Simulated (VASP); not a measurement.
# Cu (Fd-3m) in VASP: a series of runs

Cu is run at these levels: r2SCAN; tasks: single point, relaxation of cell and atoms.

All numbers are computed with VASP 6.6.1; they aren't measurements. Logs are shortened: lines on timing, memory, paths and dates and some standing lists are left out, and cuts for length are marked.

### Step 1. The cell of the first run

It takes space group Fd-3m (No. 227, cubic). The conventional cell has a = 4.984 Å, b = 4.984 Å, c = 4.984 Å, α = 90.00°, β = 90.00°, γ = 90.00°. Cu (site symmetry -43m) has 4 Cu at 2.16 Å within 2.9 Å.

This isn't the form of Cu at room conditions, which is fcc.

### Step 2. Single point, r2SCAN

POSCAR

```
Cu
1.0
    0.0000000000      2.4918043680      2.4918043680
    2.4918043680      0.0000000000      2.4918043680
    2.4918043680      2.4918043680      0.0000000000
Cu
2
Direct
    1.0000000000      1.0000000000      1.0000000000
    0.2500000000      0.2500000000      0.2500000000
```

INCAR.step1

```
SYSTEM = Cu
PREC     = Accurate       ! precision mode
ENCUT    = 660            ! plane-wave cutoff, eV
ISMEAR   = -1             ! smearing method
SIGMA    = 0.1            ! smearing width, eV
LREAL    = .FALSE.        ! projectors in reciprocal space
LASPH    = .TRUE.         ! aspherical terms in the spheres
NELM     = 120            ! most SCF steps
NBANDS   = 18             ! bands
GGA      = PE             ! functional
ALGO     = Normal         ! electronic algorithm
EDIFF    = 1E-5           ! SCF threshold, eV
LWAVE    = .TRUE.         ! write WAVECAR
LCHARG   = .FALSE.        ! write CHGCAR
GGA_COMPAT= .FALSE.
```

INCAR.step2

```
SYSTEM = Cu
PREC     = Accurate       ! precision mode
ENCUT    = 660            ! plane-wave cutoff, eV
EDIFF    = 1E-6           ! SCF threshold, eV
ISMEAR   = -1             ! smearing method
SIGMA    = 0.1            ! smearing width, eV
LREAL    = .FALSE.        ! projectors in reciprocal space
LASPH    = .TRUE.         ! aspherical terms in the spheres
NELM     = 120            ! most SCF steps
ALGO     = Normal         ! electronic algorithm
ISIF     = 2              ! what is computed and relaxed
LWAVE    = .FALSE.        ! write WAVECAR
LCHARG   = .FALSE.        ! write CHGCAR
METAGGA  = R2SCAN         ! meta-GGA
LMIXTAU  = .TRUE.       
NBANDS   = 18             ! bands
ISTART   = 1            
GGA_COMPAT= .FALSE.
```

KPOINTS

```
regular mesh
0
G
  9 9 9
  0 0 0
```

Potentials or basis: VASP PAW PBE potentials, release 64 (Cu).

Run with:

```
> cat potpaw_PBE.64/Cu/POTCAR > POTCAR
> cp INCAR.step1 INCAR
> mpirun -np 1 vasp_std > vasp.out
> cp INCAR.step2 INCAR
> mpirun -np 1 vasp_std > vasp.out
```

OUTCAR:

```text
SYSTEM = Cu
   PREC = Accurate
   ENCUT = 660
   EDIFF = 1E-6
   ISMEAR = -1
   LREAL = .FALSE.
   LASPH = .TRUE.
   NELM = 120
   ISIF = 2
   METAGGA = R2SCAN
   ISTART = 1

 ion  position               nearest neighbor table
   1  0.000  0.000  0.000-   2 2.16   2 2.16   2 2.16   2 2.16
   2  0.250  0.250  0.250-   1 2.16   1 2.16   1 2.16   1 2.16

  LATTYP: Found a face centered cubic cell.
 ALAT       =     4.9836087360

  Lattice vectors:

 A1 = (   0.0000000000,   2.4918043680,   2.4918043680)
 A2 = (   2.4918043680,   0.0000000000,   2.4918043680)
 A3 = (   2.4918043680,   2.4918043680,   0.0000000000)

Analysis of symmetry for initial positions (statically):
=====================================================================
 Subroutine PRICEL returns:
 Original cell was already a primitive cell.

 Routine SETGRP: Setting up the symmetry group for a
 face centered cubic supercell.

 Subroutine GETGRP returns: Found 48 space group operations
 (whereof 24 operations were pure point group operations)
 out of a pool of 48 trial point group operations.

The static configuration has the point symmetry T_d .
 The point group associated with its full space group is O_h .

Analysis of symmetry for dynamics (positions and initial velocities):
=====================================================================
 Subroutine PRICEL returns:
 Original cell was already a primitive cell.

 Routine SETGRP: Setting up the symmetry group for a
 face centered cubic supercell.

 Subroutine GETGRP returns: Found 48 space group operations
 (whereof 24 operations were pure point group operations)
 out of a pool of 48 trial point group operations.

The dynamic configuration has the point symmetry T_d .
 The point group associated with its full space group is O_h .

 Subroutine INISYM returns: Found 48 space group operations
 (whereof 24 operations are pure point group operations),
 and found     1 'primitive' translations

----------------------------------------------------------------------------------------

                                     Primitive cell

  volume of cell :      30.9437

  direct lattice vectors                    reciprocal lattice vectors
     0.000000000  2.491804368  2.491804368    -0.200657807  0.200657807  0.200657807
     2.491804368  0.000000000  2.491804368     0.200657807 -0.200657807  0.200657807
     2.491804368  2.491804368  0.000000000     0.200657807  0.200657807 -0.200657807

  length of vectors
     3.523943532  3.523943532  3.523943532     0.347549517  0.347549517  0.347549517

  position of ions in fractional coordinates (direct lattice)
     0.000000000  0.000000000  0.000000000
     0.250000000  0.250000000  0.250000000

  ion indices of the primitive-cell ions
   primitive index   ion index
                 1           1
                 2           2

----------------------------------------------------------------------------------------

 KPOINTS: regular mesh

Automatic generation of k-mesh.
 Grid dimensions read from file:
 generate k-points for:    9    9    9

 Generating k-lattice:

  Cartesian coordinates                     Fractional coordinates (reciprocal lattice)
    -0.022295312  0.022295312  0.022295312     0.111111111  0.000000000  0.000000000
     0.022295312 -0.022295312  0.022295312     0.000000000  0.111111111  0.000000000
     0.022295312  0.022295312 -0.022295312     0.000000000  0.000000000  0.111111111

  Length of vectors
     0.038616613  0.038616613  0.038616613

  Shift w.r.t. Gamma in fractional coordinates (k-lattice)
     0.000000000  0.000000000  0.000000000

 Subroutine IBZKPT returns following result:
 ===========================================

 Found     35 irreducible k-points:

 Following reciprocal coordinates:
            Coordinates               Weight
  0.000000  0.000000  0.000000      1.000000
  0.111111  0.000000  0.000000      8.000000
  0.222222  0.000000  0.000000      8.000000
  0.333333  0.000000  0.000000      8.000000
  0.444444  0.000000  0.000000      8.000000
  0.111111  0.111111  0.000000      6.000000
[... 16 lines left out ...]
 -0.333333  0.333333  0.000000     12.000000
  0.444444  0.444444  0.000000      6.000000
 [... further k-points ...]
   k-points           NKPTS =     35   k-points in BZ     NKDIM =     35   number of bands    NBANDS=     18
   number of dos      NEDOS =    301   number of ions     NIONS =      2
   total plane-waves  NPLWV =  27000
   dimension x,y,z NGX =    30 NGY =   30 NGZ =   30
   dimension x,y,z NGXF=    60 NGYF=   60 NGZF=   60
   ions per type =               2
   NGX,Y,Z   is equivalent  to a cutoff of  14.15, 14.15, 14.15 a.u.
   NGXF,Y,Z  is equivalent  to a cutoff of  28.31, 28.31, 28.31 a.u.
 SYSTEM =  Cu
   PREC   = accura    normal or accurate (medium, high low for compatibility)
   ISTART =      1    job   : 0-new  1-cont  2-samecut
   ICHARG =      0    charge: 1-file 2-atom 10-const
   ISPIN  =      1    spin polarized calculation?
   LNONCOLLINEAR =      F non collinear calculations
   LSORBIT =      F    spin-orbit coupling
   LASPH  =      T    aspherical Exc in radial PAW
   ENCUT  =  660.0 eV  48.51 Ry    6.96 a.u.   7.38  7.38  7.38*2*pi/ulx,y,z
   NELM   =    120;   NELMIN=  2; NELMDL=  0     # of ELM steps
   EDIFF  = 0.1E-05   stopping-criterion for ELM
   LREAL  =      F    real-space projection
   EDIFFG = 0.1E-04   stopping-criterion for IOM
   NSW    =      0    number of steps for IOM
   IBRION =     -1    ionic relax: 0-MD 1-quasi-New 2-CG
   NFREE  =      0    steps in history (QN), initial steepest desc. (CG)
   ISIF   =      2    stress and relaxation
   ISYM   =      2    0-nonsym 1-usesym 2-fastsym
   POTIM  = 0.5000    time-step for ionic-motion
   TEBEG  =    0.0;   TEEND  =   0.0 temperature during run
   PSTRESS=    0.0 pullay stress
   NELECT =      22.0000    total number of electrons
   NUPDOWN=      -1.0000    fix difference up-down
   EMIN   =  10.00;   EMAX   =-10.00  energy-range for DOS
   EFERMI =   0.00;   METHOD = LEGACY
   ISMEAR =    -1;   SIGMA  =   0.10  broadening in eV -4-tet -1-fermi 0-gaus
   EFERMI_NEDOS =   21; number of points for ismear=-14 and -15
   IALGO  =     38    algorithm
   IMIX   =      4    mixing-type and parameters
     AMIX     =   0.40;   BMIX     =  1.00
     AMIX_MAG =   1.60;   BMIX_MAG =  1.00
  volume/ion in A,a.u.               =      15.47       104.41
  Fermi-wavevector in a.u.,A,eV,Ry     =   1.461140  2.761154 29.047481  2.134930
  Thomas-Fermi vector in A             =   2.577507
   LORBIT       =      0    0 simple, 1 ext, 2 COOP (PROOUT), +10 PAW based schemes
   METAGGA = R2SCAN    functional components
   LHFCALC =     F    Hartree Fock is set to
   AEXX    =    0.0000 exact exchange contribution
   IVDW    =     0    specifies the selected vdW correction
   LEPSILON=     F    determine dielectric tensor
   LRPA    =     F    only Hartree local field effects (RPA)
 non-spin polarized calculation
  energy-cutoff  :      660.00
  volume of cell :       30.94
 maximum number of plane-waves:      1243
 NGX is ok and might be reduce to    30
   NGX = 15   NGY = 15   NGZ = 15

 number of electron      21.9999983 magnetization

 Free energy of the ion-electron system (eV)
  ---------------------------------------------------
  ext. energy  EPLUGINS =         0.00000000
  ---------------------------------------------------
  free energy    TOTEN  =       -19.21507221 eV

  energy without entropy =      -19.19799408  energy(sigma->0) =      -19.20653314

 E-fermi :   4.5600     XC(G=0): -11.6442

 val. band max:        4.5189445840   @ k =  -0.3333   0.4444   0.2222
 cond. band min:       4.6810336979   @ k =   0.4444   0.0000   0.0000
 fundamental gap:      0.1620891139
 Fermi energy:         4.5600088573

 k-point     1 :       0.0000    0.0000    0.0000
  band No.  band energies     occupation
      1      -3.1330      2.00000
      2       0.6156      2.00000
      3       0.6156      2.00000
      4       0.6463      2.00000
      5       0.6463      2.00000
      6       0.6463      2.00000
[... 10 lines left out ...]
     17      16.9852      0.00000
     18      19.9316      0.00000

 k-point     2 :       0.1111    0.0000    0.0000
  band No.  band energies     occupation
      1      -2.8975      2.00000
      2       0.4994      2.00000
      3       0.4994      2.00000
      4       0.6568      2.00000
      5       0.8048      2.00000
      6       0.8048      2.00000
[... 10 lines left out ...]
     17      18.2113      0.00000
     18      20.1286      0.00000

 k-point     3 :       0.2222    0.0000    0.0000
  band No.  band energies     occupation
      1      -2.2172      2.00000
      2       0.4518      2.00000
      3       0.4518      2.00000
      4       0.6982      2.00000
      5       0.9319      2.00000
      6       0.9319      2.00000
[... 10 lines left out ...]
     17      18.7173      0.00000
     18      19.7087      0.00000

 k-point     4 :       0.3333    0.0000    0.0000
  band No.  band energies     occupation
      1      -1.2133      2.00000
      2       0.4952      2.00000
      3       0.4952      2.00000
      4       0.7654      2.00000
      5       0.9215      2.00000
      6       0.9215      2.00000
[... 375 lines left out ...]
      4       0.7561      2.00000
      5       1.1349      2.00000
      6       1.5286      2.00000
[... 10 lines left out ...]
     17      23.4795      0.00000
     18      24.5724      0.00000

 k-point    23 :      -0.3333    0.3333    0.0000
  band No.  band energies     occupation
      1       0.1029      2.00000
      2       0.5296      2.00000
      3       0.5327      2.00000
      4       0.6955      2.00000
      5       1.0292      2.00000
      6       1.5352      2.00000
[... 10 lines left out ...]
     17      22.5540      0.00000
     18      23.1094      0.00000

 k-point    24 :       0.4444    0.4444    0.0000
  band No.  band energies     occupation
      1       0.1425      2.00000
      2       0.3845      2.00000
      3       0.7057      2.00000
      4       0.7057      2.00000
      5       0.9336      2.00000
      6       1.4445      2.00000
[... 10 lines left out ...]
     17      27.8608      0.00000
     18      27.8608      0.00000

 [... further k-points ...]
[... 5 lines left out ...]
  --------------------------------------------------------------------------------------
  -------------------------------------------------------------------------------------
  Total        2.9830017      2.9830017      2.9830017      0.0000000      0.0000000      0.0000000
  in kB      154.4515472    154.4515472    154.4515472      0.0000000      0.0000000      0.0000000
  external PRESSURE =     154.4515472 kB  Pullay stress =       0.0000000 kB

 VOLUME and BASIS-vectors are now :
 -----------------------------------------------------------------------------
  energy-cutoff  :      660.00
  volume of cell :       30.94
      direct lattice vectors                 reciprocal lattice vectors
     0.000000000  2.491804368  2.491804368    -0.200657807  0.200657807  0.200657807
     2.491804368  0.000000000  2.491804368     0.200657807 -0.200657807  0.200657807
     2.491804368  2.491804368  0.000000000     0.200657807  0.200657807 -0.200657807

 POSITION                                       TOTAL-FORCE (eV/Angst)
 -----------------------------------------------------------------------------------
      0.00000      0.00000      0.00000         0.000000      0.000000      0.000000
      1.24590      1.24590      1.24590        -0.000000     -0.000000     -0.000000
 -----------------------------------------------------------------------------------
    total drift:                                0.000000     -0.000000      0.000000

  FREE ENERGIE OF THE ION-ELECTRON SYSTEM (eV)
  ---------------------------------------------------
  free  energy   TOTEN  =       -19.2150722067 eV

  energy  without entropy=      -19.1979940754  energy(sigma->0) =      -19.20653314
```

Wall time 1.9 min (1 thread of Intel Xeon Platinum 8259CL at 2.50GHz (Skylake/Cascade Lake), shared host); peak memory 0.17 GiB.

What came out:

| Property | Result |
| --- | --- |
| Free energy | -19.2151 eV |
| Pressure | 15.4 GPa |
| Band gap on the k mesh | zero (bands 11 and 12 overlap by 0.82 eV) |

Levels at points of the mesh, in eV from the Fermi level:
```tsv
k point	band 9	band 10	band 11	band 12	band 13	band 14
(0.00, 0.00, 0.00)	-2.42	-1.52	-1.52	11.79	11.79	11.79
```

Caveat: the cell stands under pressure; the PAW data sets were made with another functional, which shifts forces and pressure a little.

### Step 3. Single point, r2SCAN

This run uses another cell than the first one, of 18.08 Å³/atom.

POSCAR

```
Cu
1.0
    0.0000000000      2.6245863863      2.6245863863
    2.6245863863      0.0000000000      2.6245863863
    2.6245863863      2.6245863863      0.0000000000
Cu
2
Direct
    1.0000000000      1.0000000000      1.0000000000
    0.2500000000      0.2500000000      0.2500000000
```

INCAR.step1

```
  PREC = Accurate
  ENCUT = 660
  ISMEAR = -1
  SIGMA = 0.1
  LREAL = F
  LASPH = T
  NELM = 120
  NBANDS = 18
  GGA = PE
  ALGO = Normal
  EDIFF = 1E-5
  LWAVE = T
  LCHARG = F
  GGA_COMPAT = F
```

INCAR.step2

```
  PREC = Accurate
  ENCUT = 660
  EDIFF = 1E-6
  ISMEAR = -1
  SIGMA = 0.1
  LREAL = F
  LASPH = T
  NELM = 120
  ALGO = Normal
  ISIF = 2
  LWAVE = F
  LCHARG = T
  METAGGA = R2SCAN
  LMIXTAU = T
  LELF = T
  LVHAR = T
  NBANDS = 18
  ISTART = 1
  GGA_COMPAT = F
```

KPOINTS

```
regular mesh
0
Gamma
  9 9 9
```

Potentials or basis: VASP PAW PBE potentials, release 64 (Cu).

Run with:

```
> cat potpaw_PBE.64/Cu/POTCAR > POTCAR
> cp INCAR.step1 INCAR
> mpirun -np 1 vasp_std > vasp.out
> cp INCAR.step2 INCAR
> mpirun -np 1 vasp_std > vasp.out
```

Wall time 87 s (1 thread of Intel Xeon Platinum 8259CL at 2.50GHz (Skylake/Cascade Lake), shared host); peak memory 0.19 GiB.

The run converged. Its results:

* Free energy: -19.4399 eV
* Pressure: 0.3 GPa
* Band gap on the k mesh: zero (bands 11 and 12 overlap by 0.73 eV)

Levels at points of the mesh, in eV from the Fermi level:
```csv
k point,band 8,band 9,band 10,band 11,band 12,band 13,band 14,band 15
"(0.00, 0.00, 0.00)",-2.07,-2.07,-1.39,-1.39,10.52,10.52,10.52,11.36
```

Caveat: the PAW data sets were made with another functional, which shifts forces and pressure a little.

[end of part 1 of 2]
